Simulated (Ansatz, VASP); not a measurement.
# Mg2ZnO3 in VASP and in Ansatz

File POSCAR:

```
Mg2ZnO3
1.0
    3.0329990000      0.0000000000      0.0000000000
   -1.5164990000      2.6266540000      0.0000000000
    0.0000000000      0.0000000000      7.4033160000
Mg Zn O
2 1 3
Direct
    0.3333333333      0.6666666667      0.6658000000
    0.6666666667      0.3333333333      0.3342000000
    0.0000000000      0.0000000000      0.0000000000
    0.3333333333      0.6666666667      0.1726190000
    0.6666666667      0.3333333333      0.8273810000
    0.0000000000      0.0000000000      0.5000000000
```

Contents of INCAR.step1:

```
  PREC = Accurate
  ENCUT = 520
  ISMEAR = 0
  SIGMA = 0.01
  LREAL = F
  LASPH = T
  NELM = 80
  NBANDS = 26
  GGA = PE
  ALGO = Normal
  EDIFF = 1E-4
  LWAVE = T
  LCHARG = F
```

File INCAR.step2:

```
  PREC = Accurate
  ENCUT = 520
  EDIFF = 1E-6
  ISMEAR = 0
  SIGMA = 0.01
  LREAL = F
  LASPH = T
  NELM = 80
  ALGO = Normal
  ISIF = 2
  LWAVE = F
  LCHARG = F
  METAGGA = R2SCAN
  LMIXTAU = T
  NBANDS = 26
  ISTART = 1
```

File KPOINTS:

```
Automatic mesh
0
Gamma
  12 12 4
```

Input for Ansatz:

```yaml
crystal:
  lattice:
    - [3.032999, 0.0, 0.0]
    - [-1.516499, 2.626654, 0.0]
    - [0.0, 0.0, 7.403316]
  atoms:
    - { symbol: Mg, position: [0.3333333333333333, 0.6666666666666666, 0.6658] }
    - { symbol: Mg, position: [0.6666666666666666, 0.3333333333333333, 0.3342] }
    - { symbol: Zn, position: [0.0, 0.0, 0.0] }
    - { symbol: O, position: [0.3333333333333333, 0.6666666666666666, 0.172619] }
    - { symbol: O, position: [0.6666666666666666, 0.3333333333333333, 0.827381] }
    - { symbol: O, position: [0.0, 0.0, 0.5] }
basis:
  ecutwfc: 550.0
kpoints:
  mp_grid:
    grid: [12, 12, 4]
hamiltonian:
  xc: r2scan
  pseudopotentials:
    kind: paw
scf:
  occupations:
    method: fixed
output:
  forces: true
```

Alike in both runs: task single point; functional r2SCAN; k mesh 12 × 12 × 4; no spin polarisation.

|  | VASP | Ansatz |
| --- | --- | --- |
| version | VASP 6.6.1 | Ansatz 0.2.0 |
| potentials or method | VASP PAW PBE potentials, release 64 (Mg, Zn, O), cutoff 520 eV | plane waves, PAW |
| occupations | gaussian, width 0.01 eV | fixed |
| valence electrons in the cell | 34 | 50 |

```tsv
	VASP	Ansatz	Ansatz less VASP
rms of the force components (eV/Å)	0.018	0.048	+0.0301
```

VASP's potentials were made for PBE, not for r2SCAN. Atom by atom the forces differ by 0.032 eV/Å (rms over components). VASP's potentials hold 34 valence electrons a cell and Ansatz's 50, so a difference there can come from the potentials and not from the codes.
